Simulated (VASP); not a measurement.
Here is a VASP 6.6.1 calculation.

File INCAR:

```
PREC = Accurate ; ENCUT = 600
EDIFF = 1E-6 ; ISMEAR = -1
SIGMA = 0.1 ; LREAL = False
LASPH = True ; NELM = 60
ALGO = Normal ; ISIF = 3
LWAVE = False ; LCHARG = False
GGA = RP ; IBRION = 2
NSW = 80 ; EDIFFG = -0.01
```

KPOINTS

```
Automatic mesh
0
Gamma
  12 12 12
```

Contents of POSCAR:

```
Si
1.0
    2.5311671355      0.0000000000      0.0000000000
    0.0000000000      2.5311671355      0.0000000000
    0.0000000000      0.0000000000      2.5311671355
Si
1
Direct
    0.0000000000      0.0000000000      0.0000000000
```

Potentials or basis: VASP PAW PBE potentials, release 64 (Si).

Command:

```console
$ cat potpaw_PBE.64/Si/POTCAR > POTCAR
$ mpirun -np 1 vasp_std > vasp.out
```

(1) What does it give for the band gap on the k mesh?

(2) What does it give for the relaxed volume?

(3) Estimate the space group after relaxing (to 0.1 Å).

(4) Estimate the relaxed cell.

Answers

(1) zero (bands 2 and 3 overlap by 10.22 eV).

(2) 16.37 Å³/atom.

(3) Pm-3m (No. 221).

(4) a = 2.539 Å, b = 2.539 Å, c = 2.539 Å, α = 90.00°, β = 90.00°, γ = 90.00°.

Caveat: the PAW data sets were made with another functional, which shifts forces and pressure a little.
